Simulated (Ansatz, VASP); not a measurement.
AlN: VASP beside Ansatz

File INCAR:

```
PREC = Accurate
ENCUT = 520
EDIFF = 1E-7
ISMEAR = 0
SIGMA = 0.05
LREAL = F
LASPH = T
NELM = 100
ALGO = Normal
ISIF = 2
LWAVE = F
LCHARG = F
GGA = PS
NBANDS = 16
```

Contents of KPOINTS:

```
Automatic mesh
0
Gamma
  9 9 6
```

Contents of POSCAR:

```
AlN
1.0
    3.4005000000      0.0000000000      0.0000000000
   -1.7002500000      2.9449193856      0.0000000000
    0.0000000000      0.0000000000      4.2642000000
Al N
2 2
Direct
    0.3333333333      0.6666666667      0.7500000000
    0.6666666667      0.3333333333      0.2500000000
    0.3333333333      0.6666666667      0.2500000000
    0.6666666667      0.3333333333      0.7500000000
```

Input for Ansatz:

```yaml
crystal:
  lattice:
    - [3.4005, 0.0, 0.0]
    - [-1.70025, 2.9449193856, 0.0]
    - [0.0, 0.0, 4.2642]
  atoms:
    - { symbol: Al, position: [0.3333333333, 0.6666666667, 0.75] }
    - { symbol: Al, position: [0.6666666667, 0.3333333333, 0.25] }
    - { symbol: "N", position: [0.3333333333, 0.6666666667, 0.25] }
    - { symbol: "N", position: [0.6666666667, 0.3333333333, 0.75] }
basis:
  ecutwfc: 520.0
kpoints:
  mp_grid: { grid: [9, 9, 6] }
hamiltonian:
  xc: pbesol
  pseudopotentials: { kind: paw, azcp: { folder: soft_1 } }
scf:
  occupations: { method: gaussian, width: 0.05 }
output:
  forces: true
  stress: true
  eigenvalues: true
```

Alike in both runs: task single point; functional PBEsol; k mesh 9 × 9 × 6; occupations gaussian, width 0.05 eV; no spin polarisation.

```csv
,VASP,Ansatz
version,VASP 6.6.1,Ansatz 0.2.0
potentials or method,"VASP PAW PBE potentials, release 64 (Al, N), cutoff 520 eV","scalar-relativistic, plane waves, PAW"
valence electrons in the cell,16,16
```

```csv
,VASP,Ansatz,Ansatz less VASP
gap on the k mesh at the Fermi level (eV),2.69,2.68,-0.010
least direct gap on the mesh (eV),2.69,2.68,-0.010
pressure (GPa),-16.1,-16.1,+0.05
"traceless stress, the component that is largest in VASP (GPa)",1.78,1.78,-0.002
```

VASP's potentials were made for PBE, not for PBEsol, and Ansatz warns of the same on its side. The functional is the same, so the differences come from potentials, cutoffs and numerics.
